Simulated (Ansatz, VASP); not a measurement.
## InSb in VASP and in Ansatz

```
CELL_PARAMETERS angstrom
0.00000 3.07518 3.07518
3.07518 0.00000 3.07518
3.07518 3.07518 0.00000
ATOMIC_POSITIONS crystal
In 0.00000 0.00000 0.00000
Sb 0.50000 0.50000 0.50000
```

Alike in both runs: task single point; functional PBE; k mesh 12 × 12 × 12; occupations gaussian, width 0.15 eV; no spin polarisation.

|  | VASP | Ansatz |
| --- | --- | --- |
| version | VASP 6.6.1 | Ansatz 0.2.0 |
| potentials or method | VASP PAW PBE potentials, release 64 (In_d, Sb), cutoff 520 eV | scalar-relativistic, plane waves, PAW |
| valence electrons in the cell | 18 | 28 |

|  | VASP | Ansatz | Ansatz less VASP |
| --- | --- | --- | --- |
| gap on the k mesh at the Fermi level (eV) | none | none | - |
| pressure (GPa) | 0.0 | 0.0 | -0.02 |

A gap of «none» marks a metal or a gap that the smearing closes. VASP's potentials hold 18 valence electrons a cell and Ansatz's 28, so a difference there can come from the potentials and not from the codes.

Spin-orbit coupling is off throughout.
